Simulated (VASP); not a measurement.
# Mo (Im-3m) in VASP: elastic constants with PBEsol

Aim: the elastic constants of Mo with PBEsol.

All numbers are computed with VASP 6.6.1; they aren't measurements. Logs are shortened: lines on timing, memory, paths and dates and some standing lists are left out, and cuts for length are marked.

## 1. The cell of the first run

The structure is cubic, space group Im-3m (No. 229). Conventional cell: a = 3.003 Å, b = 3.003 Å, c = 3.003 Å, α = 90.00°, β = 90.00°, γ = 90.00°. Within 3.4 Å of Mo (site symmetry m-3m) lie 14 Mo at 2.60 to 3.00 Å.

## 2. Elastic constants, PBEsol

INCAR reads:

```
PREC = Accurate
ENCUT = 500
EDIFF = 1E-8
ISMEAR = -1
SIGMA = 0.15
LREAL = False
LASPH = True
NELM = 120
ALGO = Normal
ISIF = 3
LWAVE = False
LCHARG = False
GGA = PS
IBRION = 6
NFREE = 2
POTIM = 0.015
NSW = 1
GGA_COMPAT = False
```

KPOINTS reads:

```
regular mesh
0
Gamma
  20 20 20
```

POSCAR reads:

```
Mo
1.0
   -1.5012507810      1.5012507810      1.5012507810
    1.5012507810     -1.5012507810      1.5012507810
    1.5012507810      1.5012507810     -1.5012507810
Mo
1
Direct
    0.0000000000      0.0000000000      0.0000000000
```

Potentials or basis: VASP PAW PBE potentials, release 64 (Mo_sv).

Run with:

```console
cat potpaw_PBE.64/Mo_sv/POTCAR > POTCAR
mpirun -np 1 vasp_std > vasp.out
```

OUTCAR:

```text
PREC = Accurate
   ENCUT = 500
   EDIFF = 1E-8
   ISMEAR = -1
   LREAL = False
   LASPH = True
   NELM = 120
   ISIF = 3
   GGA = PS
   IBRION = 6
   NFREE = 2
   POTIM = 0.015
   NSW = 1

 ion  position               nearest neighbor table
   1  0.000  0.000  0.000-

  LATTYP: Found a body centered cubic cell.
 ALAT       =     3.0025015620

  Lattice vectors:

 A1 = (  -1.5012507810,   1.5012507810,   1.5012507810)
 A2 = (   1.5012507810,  -1.5012507810,   1.5012507810)
 A3 = (   1.5012507810,   1.5012507810,  -1.5012507810)

Analysis of symmetry for initial positions (statically):
=====================================================================
 Subroutine PRICEL returns:
 Original cell was already a primitive cell.

 Routine SETGRP: Setting up the symmetry group for a
 body centered cubic supercell.

 Subroutine GETGRP returns: Found 48 space group operations
 (whereof 48 operations were pure point group operations)
 out of a pool of 48 trial point group operations.

The static configuration has the point symmetry O_h .

Analysis of symmetry for dynamics (positions and initial velocities):
=====================================================================
 Subroutine PRICEL returns:
 Original cell was already a primitive cell.

 Routine SETGRP: Setting up the symmetry group for a
 body centered cubic supercell.

 Subroutine GETGRP returns: Found 48 space group operations
 (whereof 48 operations were pure point group operations)
 out of a pool of 48 trial point group operations.

The dynamic configuration has the point symmetry O_h .

 Subroutine INISYM returns: Found 48 space group operations
 (whereof 48 operations are pure point group operations),
 and found     1 'primitive' translations

----------------------------------------------------------------------------------------

[... 338 lines left out ...]
      5       7.2360      2.00000
      6      13.2452      1.99998
      7      13.2452      1.99998
      8      13.2452      1.99998
      9      16.8350      0.00001
     10      16.8350      0.00001
     11      29.8950      0.00000
[... 309 lines left out ...]
 k-point    24 :       0.2500    0.1000    0.0000
  band No.  band energies     occupation
      1     -46.0189      2.00000
      2     -20.7018      2.00000
      3     -19.6884      2.00000
      4     -19.2972      2.00000
      5       9.6737      2.00000
      6      11.5414      2.00000
      7      13.1734      1.99999
      8      16.1028      0.00093
      9      17.5173      0.00000
     10      18.1160      0.00000
     11      29.9674      0.00000

 [... further k-points ...]

------------------------ aborting loop because EDIFF is reached ----------------------------------------

  FORCE on cell =-STRESS in cart. coord.  units (eV):
  Direction    XX          YY          ZZ          XY          YZ          ZX
  --------------------------------------------------------------------------------------
  -------------------------------------------------------------------------------------
  Total        3.8876080      3.8876080      3.8876080      0.0000000     -0.0000000      0.0000000
  in kB      460.2283000    460.2283000    460.2283000      0.0000000     -0.0000000      0.0000000
  external PRESSURE =     460.2283000 kB  Pullay stress =       0.0000000 kB
[... 16 lines left out ...]
  FREE ENERGIE OF THE ION-ELECTRON SYSTEM (eV)
  ---------------------------------------------------
  free  energy   TOTEN  =       -11.5655784596 eV

  energy  without entropy=      -11.5208066679  energy(sigma->0) =      -11.54319256

 INTERNAL STRAIN TENSORS FROM STRAINED CELLS
 ============================================

 INTERNAL STRAIN TENSOR FOR ION    1 for displacements in x,y,z  (eV/Angst):
          X           Y           Z          XY          YZ          ZX
  --------------------------------------------------------------------------------
  x    -0.00000     0.00000    -0.00000     0.00000    -0.00000    -0.00000
  y     0.00000     0.00000     0.00000    -0.00000     0.00000    -0.00000
  z    -0.00000     0.00000     0.00000    -0.00000     0.00000     0.00000

 INTERNAL STRAIN TENSORS FROM DISPLACED ATOMS
 ============================================

 INTERNAL STRAIN TENSOR FOR ION    1 for displacements in x,y,z  (eV/Angst):
          X           Y           Z          XY          YZ          ZX
  --------------------------------------------------------------------------------
  x     0.00000     0.00000     0.00000     0.00000     0.00000     0.00000
  y     0.00000     0.00000     0.00000     0.00000     0.00000     0.00000
  z     0.00000     0.00000     0.00000     0.00000     0.00000     0.00000

 Eigenvectors and eigenvalues of the dynamical matrix
 ----------------------------------------------------

   1 f/i=    0.000000 THz     0.000000 2PiTHz    0.000000 cm-1     0.000000 meV
             X         Y         Z           dx          dy          dz
      0.000000  0.000000  0.000000     0.806405   -0.591364    0.000000

   2 f/i=    0.000000 THz     0.000000 2PiTHz    0.000000 cm-1     0.000000 meV
             X         Y         Z           dx          dy          dz
      0.000000  0.000000  0.000000    -0.591364   -0.806405    0.000000

   3 f/i=    0.000000 THz     0.000000 2PiTHz    0.000000 cm-1     0.000000 meV
             X         Y         Z           dx          dy          dz
      0.000000  0.000000  0.000000     0.000000    0.000000    1.000000

--------------------------------------------------------------------------------------------------------

 ELASTIC MODULI CONTR FROM IONIC RELAXATION (kBar)
 Direction    XX          YY          ZZ          XY          YZ          ZX
 --------------------------------------------------------------------------------
 XX           0.0000      0.0000      0.0000      0.0000      0.0000      0.0000
 YY           0.0000      0.0000      0.0000      0.0000      0.0000      0.0000
 ZZ           0.0000      0.0000      0.0000      0.0000      0.0000      0.0000
 XY           0.0000      0.0000      0.0000      0.0000      0.0000      0.0000
 YZ           0.0000      0.0000      0.0000      0.0000      0.0000      0.0000
 ZX           0.0000      0.0000      0.0000      0.0000      0.0000      0.0000
 --------------------------------------------------------------------------------

 TOTAL ELASTIC MODULI (kBar)
 Direction    XX          YY          ZZ          XY          YZ          ZX
 --------------------------------------------------------------------------------
 XX        6850.2799   2719.7271   2719.7271      0.0000      0.0000     -0.0000
 YY        2719.7271   6850.2799   2719.7271     -0.0000      0.0000      0.0000
 ZZ        2719.7271   2719.7271   6850.2799      0.0000      0.0000      0.0000
 XY           0.0000     -0.0000      0.0000   1622.2270      0.0000      0.0000
 YZ           0.0000      0.0000      0.0000      0.0000   1622.2270      0.0000
 ZX          -0.0000      0.0000      0.0000      0.0000      0.0000   1622.2270
 --------------------------------------------------------------------------------
```

Run time: 11 min. Hardware: 1 thread of Intel Xeon 6975P-C (Granite Rapids), shared host; peak memory 0.63 GiB.

Results:

```
Elastic constants C11, C12, C44 : 685, 272, 162 GPa
Voigt bulk modulus              : 410 GPa
```

Elastic tensor in Voigt notation (GPa, in the Cartesian axes of the cell as first typed):
```
685 272 272   0   0   0
272 685 272   0   0   0
272 272 685   0   0   0
  0   0   0 162   0   0
  0   0   0   0 162   0
  0   0   0   0   0 162
```

Clamped-ion elastic tensor (GPa):
```
685 272 272   0   0   0
272 685 272   0   0   0
272 272 685   0   0   0
  0   0   0 162   0   0
  0   0   0   0 162   0
  0   0   0   0   0 162
```

Caveat: the cell is under stress, which shifts elastic constants; the PAW data sets were made with another functional, which shifts forces and pressure a little.
